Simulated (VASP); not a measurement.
Set up this calculation in VASP 6.6.1, as the native input.

| Property | Result |
| --- | --- |
| Task | single point |
| Functional | LDA |
| Potentials or basis | VASP PAW LDA potentials, release 64 (Ti_sv, B) |
| Cutoff | 520 eV |
| k mesh | 15 × 15 × 12 |
| Occupations | fermi-dirac, width 0.15 eV |
| Spin | no spin polarisation |
| Dipole correction | no |
| Further INCAR settings | ALGO = Normal; EDIFF = 1e-06; NBANDS = 16 |

The structure of TiB2 (de600) lies in POSCAR:

```
TiB2
1.0
    2.9943000751      0.0000000029      0.0000000000
   -1.4971500401      2.5931399302      0.0000000000
    0.0000000000      0.0000000000      3.1593399942
Ti B
1 2
Direct
    0.0000000000      0.0000000000      0.0000000000
    0.3333333333      0.6666666667      0.5000000000
    0.6666666667      0.3333333333      0.5000000000
```

One way to write it, as run:

INCAR

```
SYSTEM = TiB2
PREC     = Accurate       ! precision mode
ENCUT    = 520            ! plane-wave cutoff, eV
EDIFF    = 1E-6           ! SCF threshold, eV
ISMEAR   = -1             ! smearing method
SIGMA    = 0.15           ! smearing width, eV
LREAL    = .False.        ! projectors in reciprocal space
LASPH    = .True.         ! aspherical terms in the spheres
NELM     = 60             ! most SCF steps
ALGO     = Normal         ! electronic algorithm
ISIF     = 2              ! what is computed and relaxed
LWAVE    = .False.        ! write WAVECAR
LCHARG   = .False.        ! write CHGCAR
GGA      = CA             ! functional
NBANDS   = 16             ! bands
```

KPOINTS

```
Automatic mesh
0
Gamma
  15 15 12
  0 0 0
```

Potentials or basis: VASP PAW LDA potentials, release 64 (Ti_sv, B).

Command:

```console
$ cat potpaw_LDA.64/Ti_sv/POTCAR potpaw_LDA.64/B/POTCAR > POTCAR
$ mpirun -np 1 vasp_std > vasp.out
```

Results of the run:

The pressure is 0.7 GPa and the band gap on the k mesh is zero (band 9 reaches 10.91 eV, above the bottom of band 10 at 10.17 eV).

Run time: 54 s on 1 thread of Intel(R) Xeon(R) Platinum 8259CL CPU @ 2.50GHz (Skylake/Cascade Lake) (shared host), peak memory 0.19 GiB.
